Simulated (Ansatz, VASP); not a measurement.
# NaH: VASP beside Ansatz

The input POSCAR:

```
NaH
1.0
    0.0000000000      2.3975116422      2.3975116422
    2.3975116422      0.0000000000      2.3975116422
    2.3975116422      2.3975116422      0.0000000000
Na H
1 1
Direct
    0.0000000000      0.0000000000      0.0000000000
    0.5000000000      0.5000000000      0.5000000000
```

File INCAR.step1:

```
PREC     = Accurate       # precision mode
ENCUT    = 520            # plane-wave cutoff, eV
EDIFF    = 1E-5           # SCF threshold, eV
ISMEAR   = 0              # smearing method
SIGMA    = 0.01           # smearing width, eV
LREAL    = F              # projectors in reciprocal space
LASPH    = T              # aspherical terms in the spheres
NELM     = 80             # most SCF steps
ALGO     = Normal         # electronic algorithm
ISIF     = 2              # what is computed and relaxed
LWAVE    = T              # write WAVECAR
GGA      = PE             # functional
NBANDS   = 11             # bands
```

File INCAR.step2:

```
PREC     = Accurate       # precision mode
ENCUT    = 520            # plane-wave cutoff, eV
EDIFF    = 1E-6           # SCF threshold, eV
ISMEAR   = 0              # smearing method
SIGMA    = 0.01           # smearing width, eV
LREAL    = F              # projectors in reciprocal space
LASPH    = T              # aspherical terms in the spheres
NELM     = 80             # most SCF steps
ALGO     = Normal         # electronic algorithm
ISIF     = 2              # what is computed and relaxed
LWAVE    = F              # write WAVECAR
LCHARG   = T              # write CHGCAR
GGA      = PE             # functional
LHFCALC  = T              # exact exchange
AEXX     = 0.35           # exact-exchange fraction
PRECFOCK = Normal       
LELF     = T              # ELF
LVHAR    = T            
ISTART   = 1            
NBANDS   = 11             # bands
```

KPOINTS

```
regular mesh
0
Gamma
  4 4 4
```

Input for Ansatz:

```yaml
crystal:
  lattice:
    - [0.0, 2.3975116422, 2.3975116422]
    - [2.3975116422, 0.0, 2.3975116422]
    - [2.3975116422, 2.3975116422, 0.0]
  atoms:
    - { symbol: Na, position: [0.0, 0.0, 0.0] }
    - { symbol: H, position: [0.5, 0.5, 0.5] }
kpoints:
  mp_grid: { grid: [4, 4, 4] }
hamiltonian:
  xc: { exchange: pbe, correlation: pbe, exx: { coeff: 0.35 } }
scf:
  occupations: { method: fixed }
  n_extra_bands: 4
output:
  forces: true
  stress: true
  eigenvalues: true
```

Alike in both runs: task single point; functional PBE-based global hybrid; k mesh 4 × 4 × 4; no spin polarisation.

|  | VASP | Ansatz |
| --- | --- | --- |
| version | VASP 6.6.1 | Ansatz 0.2.0 |
| potentials or method | VASP PAW PBE potentials, release 64 (Na_pv, H) | plane waves |
| plane-wave cutoff (eV) | 520 | 420 |
| occupations | gaussian, width 0.01 eV | fixed |
| valence electrons in the cell | 8 | 10 |

Ansatz gave:

| Property | Result |
| --- | --- |
| gap on the k mesh at the Fermi level (eV) | 6.30 |
| pressure (GPa) | 0.0 |

Question: What did VASP give for the same quantities?

Answer: gap on the k mesh at the Fermi level (eV): 6.34; pressure (GPa): -0.1.

VASP's potentials were made for PBE, not for PBE-based global hybrid. VASP's potentials hold 8 valence electrons a cell and Ansatz's 10, so a difference there can come from the potentials and not from the codes. Ansatz's warnings: stress exchange threshold loose, stress scf threshold loose.

The k mesh is coarse, so the values compare programs but aren't converged.
